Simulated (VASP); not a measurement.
BN, 4 atoms in the cell. The structure is hexagonal, space group P6_3mc (No. 186). Conventional cell: a = 2.536 Å, b = 2.536 Å, c = 4.199 Å, α = 90.00°, β = 90.00°, γ = 120.00°. Within 2.1 Å of B (site symmetry 3m) lie 4 N at 1.56 to 1.57 Å. N (site symmetry 3m) has 4 B at 1.56 to 1.57 Å within 2.1 Å. 

| Property | Result |
| --- | --- |
| Program | VASP 6.6.1 |
| Task | relaxation of cell and atoms |
| Functional | PBEsol |
| Potentials or basis | VASP PAW PBE potentials, release 64 (B, N) |
| Cutoff | 600 eV |
| k mesh | 12 × 12 × 6 |
| Occupations | gaussian, width 0.01 eV |
| Spin | no spin polarisation |
| Dipole correction | no |
| Further INCAR settings | ALGO = Normal; EDIFF = 1e-06; IBRION = 2; EDIFFG = -0.01; NSW = 80; ISIF = 3 |

Potentials or basis: VASP PAW PBE potentials, release 64 (B, N).

Run with:

```bash
$ cat potpaw_PBE.64/B/POTCAR potpaw_PBE.64/N/POTCAR > POTCAR
$ mpirun -np 1 vasp_std > vasp.out
```

Hardware: 1 thread of Intel(R) Xeon(R) Platinum 8375C CPU @ 2.90GHz (Ice Lake) (shared host).

Q: Estimate the wall time of this run.

A: Run time: 70 s on 1 thread of Intel(R) Xeon(R) Platinum 8375C CPU @ 2.90GHz (Ice Lake), with other jobs on the host, peak memory 0.15 GiB. Counts: scf iterations 30, k points 76, ion steps 5.
